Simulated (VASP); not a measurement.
Write the native input for VASP 6.6.1 that does the following.

```
Task                   : single point
Functional             : PBEsol
Potentials or basis    : VASP PAW PBE potentials, release 64 (Pd)
Cutoff                 : 520 eV
k mesh                 : 6 × 6 × 2
Occupations            : gaussian, width 0.1 eV
Spin                   : no spin polarisation
Dipole correction      : no
Further INCAR settings : ALGO = Normal; EDIFF = 1e-06; NBANDS = 28
```

The structure of Pd lies in POSCAR:

```
Pd
1.0
    2.6369123517      0.0000000000      0.0000000000
   -1.3184561758      2.2836330841      0.0000000000
    0.0000000000      0.0000000000      8.6014918736
Pd
4
Direct
    0.0000000000      0.0000000000      0.0000000000
    0.3333333333      0.6666666667      0.2500000000
    0.0000000000      0.0000000000      0.5000000000
    0.6666666667      0.3333333333      0.7500000000
```

These files were run (other wordings do the same):

INCAR

```
SYSTEM = Pd
PREC = Accurate
ENCUT = 520
EDIFF = 1E-6
ISMEAR = 0
SIGMA = 0.1
LREAL = .False.
LASPH = .True.
NELM = 100
ALGO = Normal
ISIF = 2
LWAVE = .False.
LCHARG = .False.
GGA = PS
NBANDS = 28
```

KPOINTS

```
regular mesh
0
Gamma
  6 6 2
  0 0 0
```

Potentials or basis: VASP PAW PBE potentials, release 64 (Pd).

The run is started by

```sh
$ cat potpaw_PBE.64/Pd/POTCAR > POTCAR
$ mpirun -np 1 vasp_std > vasp.out
```

Results of the run:

* Pressure: 31.7 GPa
* Band gap on the k mesh: zero (band 20 reaches 12.27 eV, above the bottom of band 21 at 11.13 eV)

Caveat: the k points lie up to 0.46 Å⁻¹ apart; the PAW data sets were made with another functional, which shifts forces and pressure a little.

It took 13 s on 1 thread of Intel(R) Xeon(R) 6975P-C (Granite Rapids), on a shared host, peak memory 0.16 GiB.
